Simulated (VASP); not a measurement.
# ZnS (rocksalt type) (Fm-3m) in VASP: a series of runs

The runs below take ZnS (rocksalt type) through single point, with PBE.

All numbers are computed with VASP 6.6.1; they aren't measurements. Logs are shortened: lines on timing, memory, paths and dates and some standing lists are left out, and cuts for length are marked.

## (1) The cell of the first run

The structure is cubic, space group Fm-3m (No. 225). Conventional cell: a = 4.398 Å, b = 4.398 Å, c = 4.398 Å, α = 90.00°, β = 90.00°, γ = 90.00°. Within 2.9 Å of Zn (site symmetry m-3m) lie 6 S at 2.20 Å. S (site symmetry m-3m) has 6 Zn at 2.20 Å within 2.9 Å.

## (2) Single point, PBE (volume scaled by 0.64)

The input, INCAR:

```
SYSTEM = ZnS
PREC = Accurate
ENCUT = 520
EDIFF = 1E-6
ISMEAR = -1
SIGMA = 0.08
LREAL = .False.
LASPH = .True.
NELM = 60
ALGO = Normal
ISIF = 2
LWAVE = .False.
LCHARG = .False.
GGA = PE
NBANDS = 16
```

The input, KPOINTS:

```
regular mesh
0
Gamma
  14 14 14
  0 0 0
```

The input, POSCAR:

```
ZnS
1.0
    0.0000000000      2.1990404255      2.1990404255
    2.1990404255      0.0000000000      2.1990404255
    2.1990404255      2.1990404255      0.0000000000
Zn S
1 1
Direct
    0.0000000000      0.0000000000      0.0000000000
    0.5000000000      0.5000000000      0.5000000000
```

Potentials or basis: VASP PAW PBE potentials, release 64 (Zn, S).

Launch:

```
$ cat potpaw_PBE.64/Zn/POTCAR potpaw_PBE.64/S/POTCAR > POTCAR
$ mpirun -np 1 vasp_std > vasp.out
```

OUTCAR:

```text
SYSTEM = ZnS
   PREC = Accurate
   ENCUT = 520
   EDIFF = 1E-6
   ISMEAR = -1
   LREAL = .False.
   LASPH = .True.
   NELM = 60
   ISIF = 2
   GGA = PE

 ion  position               nearest neighbor table
   1  0.000  0.000  0.000-   2 2.20   2 2.20   2 2.20   2 2.20   2 2.20   2 2.20
   2  0.500  0.500  0.500-   1 2.20   1 2.20   1 2.20   1 2.20   1 2.20   1 2.20

  LATTYP: Found a face centered cubic cell.
 ALAT       =     4.3980808510

  Lattice vectors:

 A1 = (   0.0000000000,   2.1990404255,   2.1990404255)
 A2 = (   2.1990404255,   0.0000000000,   2.1990404255)
 A3 = (   2.1990404255,   2.1990404255,   0.0000000000)

Analysis of symmetry for initial positions (statically):
=====================================================================
 Subroutine PRICEL returns:
 Original cell was already a primitive cell.

 Routine SETGRP: Setting up the symmetry group for a
 face centered cubic supercell.

 Subroutine GETGRP returns: Found 48 space group operations
 (whereof 48 operations were pure point group operations)
 out of a pool of 48 trial point group operations.

The static configuration has the point symmetry O_h .

Analysis of symmetry for dynamics (positions and initial velocities):
=====================================================================
 Subroutine PRICEL returns:
 Original cell was already a primitive cell.

 Routine SETGRP: Setting up the symmetry group for a
 face centered cubic supercell.

 Subroutine GETGRP returns: Found 48 space group operations
 (whereof 48 operations were pure point group operations)
 out of a pool of 48 trial point group operations.

The dynamic configuration has the point symmetry O_h .

 Subroutine INISYM returns: Found 48 space group operations
 (whereof 48 operations are pure point group operations),
 and found     1 'primitive' translations

----------------------------------------------------------------------------------------

                                     Primitive cell

  volume of cell :      21.2681

  direct lattice vectors                    reciprocal lattice vectors
     0.000000000  2.199040425  2.199040425    -0.227371900  0.227371900  0.227371900
     2.199040425  0.000000000  2.199040425     0.227371900 -0.227371900  0.227371900
     2.199040425  2.199040425  0.000000000     0.227371900  0.227371900 -0.227371900

  length of vectors
     3.109912794  3.109912794  3.109912794     0.393819683  0.393819683  0.393819683

[... 79 lines left out ...]
   NELM   =     60;   NELMIN=  2; NELMDL= -5     # of ELM steps
   EDIFF  = 0.1E-05   stopping-criterion for ELM
   LREAL  =      F    real-space projection
   EDIFFG = 0.1E-04   stopping-criterion for IOM
   NSW    =      0    number of steps for IOM
   IBRION =     -1    ionic relax: 0-MD 1-quasi-New 2-CG
   NFREE  =      0    steps in history (QN), initial steepest desc. (CG)
   ISIF   =      2    stress and relaxation
   ISYM   =      2    0-nonsym 1-usesym 2-fastsym
   POTIM  = 0.5000    time-step for ionic-motion
   TEBEG  =    0.0;   TEEND  =   0.0 temperature during run
   PSTRESS=    0.0 pullay stress
   NELECT =      18.0000    total number of electrons
   NUPDOWN=      -1.0000    fix difference up-down
   EMIN   =  10.00;   EMAX   =-10.00  energy-range for DOS
   EFERMI =   0.00;   METHOD = LEGACY
   ISMEAR =    -1;   SIGMA  =   0.08  broadening in eV -4-tet -1-fermi 0-gaus
   EFERMI_NEDOS =   21; number of points for ismear=-14 and -15
   IALGO  =     38    algorithm
   IMIX   =      4    mixing-type and parameters
     AMIX     =   0.40;   BMIX     =  1.00
     AMIX_MAG =   1.60;   BMIX_MAG =  1.00
  volume/ion in A,a.u.               =      10.63        71.76
  Fermi-wavevector in a.u.,A,eV,Ry     =   1.548540  2.926316 32.626450  2.397976
  Thomas-Fermi vector in A             =   2.653476
   LORBIT       =      0    0 simple, 1 ext, 2 COOP (PROOUT), +10 PAW based schemes
   GGA     = PE    functional components
   LHFCALC =     F    Hartree Fock is set to
   AEXX    =    0.0000 exact exchange contribution
   IVDW    =     0    specifies the selected vdW correction
   LEPSILON=     F    determine dielectric tensor
   LRPA    =     F    only Hartree local field effects (RPA)
 non-spin polarized calculation
  energy-cutoff  :      520.00
  volume of cell :       21.27
 maximum number of plane-waves:       588
   NGX = 11   NGY = 11   NGZ = 11

 number of electron      17.9999995 magnetization

 Free energy of the ion-electron system (eV)
  ---------------------------------------------------
  ext. energy  EPLUGINS =         0.00000000
  ---------------------------------------------------
  free energy    TOTEN  =        -3.58668469 eV

  energy without entropy =       -3.58117743  energy(sigma->0) =       -3.58393106

 E-fermi :   9.9130     XC(G=0): -13.1437

 val. band max:        9.8640538305   @ k =  -0.2143   0.1429   0.0000
 cond. band min:      10.1729721024   @ k =   0.4286   0.3571   0.0000
 fundamental gap:      0.3089182719
 Fermi energy:         9.9129990361

 k-point     1 :       0.0000    0.0000    0.0000
  band No.  band energies     occupation
      1      -8.7440      2.00000
      2       1.5028      2.00000
      3       1.5028      2.00000
      4       1.5186      2.00000
      5       1.5186      2.00000
      6       1.5186      2.00000
[... 433 lines left out ...]
      3       1.1743      2.00000
      4       1.2837      2.00000
      5       1.7011      2.00000
      6       1.8189      2.00000
[... 8 lines left out ...]
     15      23.3047      0.00000
     16      25.2881      0.00000

 [... further k-points ...]

------------------------ aborting loop because EDIFF is reached ----------------------------------------

  FORCE on cell =-STRESS in cart. coord.  units (eV):
  Direction    XX          YY          ZZ          XY          YZ          ZX
  --------------------------------------------------------------------------------------
  -------------------------------------------------------------------------------------
  Total       13.9593673     13.9593673     13.9593673     -0.0000000      0.0000000      0.0000000
  in kB     1051.5905685   1051.5905685   1051.5905685     -0.0000000      0.0000000      0.0000000
  external PRESSURE =    1051.5905685 kB  Pullay stress =       0.0000000 kB

 VOLUME and BASIS-vectors are now :
 -----------------------------------------------------------------------------
  energy-cutoff  :      520.00
  volume of cell :       21.27
      direct lattice vectors                 reciprocal lattice vectors
     0.000000000  2.199040425  2.199040425    -0.227371900  0.227371900  0.227371900
     2.199040425  0.000000000  2.199040425     0.227371900 -0.227371900  0.227371900
     2.199040425  2.199040425  0.000000000     0.227371900  0.227371900 -0.227371900

 POSITION                                       TOTAL-FORCE (eV/Angst)
 -----------------------------------------------------------------------------------
      0.00000      0.00000      0.00000        -0.000000     -0.000000      0.000000
      2.19904      2.19904      2.19904         0.000000      0.000000     -0.000000
 -----------------------------------------------------------------------------------
    total drift:                                0.000000     -0.000000     -0.000000

  FREE ENERGIE OF THE ION-ELECTRON SYSTEM (eV)
  ---------------------------------------------------
  free  energy   TOTEN  =        -3.5866846858 eV

  energy  without entropy=       -3.5811774348  energy(sigma->0) =       -3.58393106
```

OSZICAR:

```text
N       E                     dE             d eps       ncg     rms          rms(c)
DAV:   1     0.864843348867E+02    0.86484E+02   -0.91565E+03  3488   0.164E+03
DAV:   2     0.196597742877E-01   -0.86465E+02   -0.80614E+02  3832   0.280E+02
DAV:   3    -0.412897541700E+01   -0.41486E+01   -0.41227E+01  4040   0.579E+01
DAV:   4    -0.415846610711E+01   -0.29491E-01   -0.29485E-01  3984   0.485E+00
DAV:   5    -0.415864297790E+01   -0.17687E-03   -0.17687E-03  4064   0.393E-01    0.183E+01
DAV:   6    -0.364501334031E+01    0.51363E+00   -0.85827E-01  4832   0.380E+01    0.130E+01
DAV:   7    -0.359198179553E+01    0.53032E-01   -0.36161E-01  4160   0.785E+00    0.497E+00
DAV:   8    -0.358850681297E+01    0.34750E-02   -0.11504E-02  5000   0.366E+00    0.882E-01
DAV:   9    -0.358667779804E+01    0.18290E-02   -0.42486E-03  3928   0.541E-01    0.132E-01
DAV:  10    -0.358667292494E+01    0.48731E-05   -0.26947E-04  3968   0.160E-01    0.122E-01
DAV:  11    -0.358668281625E+01   -0.98913E-05   -0.78958E-06  4064   0.263E-02    0.568E-02
DAV:  12    -0.358668465988E+01   -0.18436E-05   -0.15547E-05  4072   0.633E-02    0.360E-02
DAV:  13    -0.358668468578E+01   -0.25895E-07   -0.14423E-06  3016   0.116E-02
   1 F= -.35866847E+01 E0= -.35839311E+01  d E =-.550725E-02
```

stdout:

```text
POSCAR found type information on POSCAR ZnS
 POSCAR found :  2 types and       2 ions
 scaLAPACK will be used
 LDA part: xc-table for (Slater+PW92), standard interpolation
 POSCAR, INCAR and KPOINTS ok, starting setup
 FFT: planning ... GRIDC
 FFT: planning ... GRID_SOFT
 FFT: planning ... GRID
 WAVECAR not read
 entering main loop
```

It took 10 s on 1 thread of Intel Xeon 6975P-C (Granite Rapids), shared host; peak memory 0.15 GiB.

What came out:

| Item | Value |
| --- | --- |
| Free energy | -3.5867 eV |
| Pressure | 105.2 GPa |
| Band gap on the k mesh | zero (band 9 reaches 9.86 eV, above the bottom of band 10 at 9.33 eV) |

Levels at points of the mesh, in eV from the Fermi level:
```
           k point  band 7  band 8  band 9  band 10  band 11  band 12
(0.00, 0.00, 0.00)   -1.47   -1.47   -1.47     5.98     8.43     8.43
(0.50, 0.00, 0.00)   -7.07   -0.11   -0.11     3.42     4.52     4.52
(0.50, 0.50, 0.00)   -6.55   -4.93   -4.93    -0.58     3.80    16.34
```

## (3) Single point, PBE (volume scaled by 0.72)

The input, INCAR:

```
PREC = Accurate
ENCUT = 520
EDIFF = 1E-7
ISMEAR = -1
SIGMA = 0.08
LREAL = F
LASPH = T
NELM = 80
ALGO = Normal
ISIF = 2
LWAVE = F
LCHARG = F
GGA = PE
NBANDS = 16
```

The input, KPOINTS:

```
regular mesh
0
Gamma
  14 14 14
```

The input, POSCAR:

```
ZnS
1.0
    0.0000000000      2.2870942076      2.2870942076
    2.2870942076      0.0000000000      2.2870942076
    2.2870942076      2.2870942076      0.0000000000
Zn S
1 1
Direct
    0.0000000000      0.0000000000      0.0000000000
    0.5000000000      0.5000000000      0.5000000000
```

Potentials or basis: VASP PAW PBE potentials, release 64 (Zn, S).

Launch:

```
$ cat potpaw_PBE.64/Zn/POTCAR potpaw_PBE.64/S/POTCAR > POTCAR
$ mpirun -np 1 vasp_std > vasp.out
```

It took 10 s on 1 thread of Intel Xeon 6975P-C (Granite Rapids), shared host; peak memory 0.16 GiB.

The run converged. Its results:

```
Free energy            : -4.9233 eV
Pressure               : 59.7 GPa
Band gap on the k mesh : zero (band 9 reaches 7.97 eV, above the bottom of band 10 at 7.53 eV)
```

Levels at points of the mesh, in eV from the Fermi level:
```tsv
k point	band 6	band 7	band 8	band 9	band 10	band 11	band 12	band 13
(0.00, 0.00, 0.00)	-7.62	-1.23	-1.23	-1.23	4.59	8.64	8.64	8.64
(0.50, 0.00, 0.00)	-7.24	-6.50	-0.14	-0.14	3.59	4.89	4.89	10.41
(0.50, 0.50, 0.00)	-7.13	-6.19	-4.20	-4.20	-0.52	4.29	15.00	15.39
```

## (4) Single point, PBE (volume scaled by 0.72)

The input, INCAR:

```
SYSTEM = ZnS
PREC = Accurate ; ENCUT = 520
EDIFF = 1E-6 ; ISMEAR = -1
SIGMA = 0.08 ; LREAL = .FALSE.
LASPH = .TRUE. ; NELM = 60
ALGO = Normal ; ISIF = 2
LWAVE = .FALSE. ; LCHARG = .FALSE.
GGA = PE ; NBANDS = 16
```

The input, KPOINTS:

```
regular mesh
0
G
  14 14 14
  0 0 0
```

POSCAR is that of step 3.

Launch:

```
$ cat potpaw_PBE.64/Zn/POTCAR potpaw_PBE.64/S/POTCAR > POTCAR
$ mpirun -np 1 vasp_std > vasp.out
```

It took 10 s on 1 thread of Intel Xeon 6975P-C (Granite Rapids), shared host; peak memory 0.16 GiB.

The run converged. Its results:

```yaml
Free_energy: -4.9233 eV
Pressure: 59.7 GPa
Band_gap_on_the_k_mesh: zero (band 9 reaches 7.97 eV, above the bottom of band 10 at 7.53 eV)
```

Levels at points of the mesh, in eV from the Fermi level:
| k point | band 6 | band 7 | band 8 | band 9 | band 10 | band 11 | band 12 | band 13 |
| --- | --- | --- | --- | --- | --- | --- | --- | --- |
| (0.00, 0.00, 0.00) | -7.62 | -1.23 | -1.23 | -1.23 | 4.59 | 8.64 | 8.64 | 8.64 |
| (0.50, 0.00, 0.00) | -7.24 | -6.50 | -0.14 | -0.14 | 3.59 | 4.89 | 4.89 | 10.41 |
| (0.50, 0.50, 0.00) | -7.13 | -6.19 | -4.20 | -4.20 | -0.52 | 4.29 | 15.00 | 15.39 |

(Part 1 of 2 ends here.)
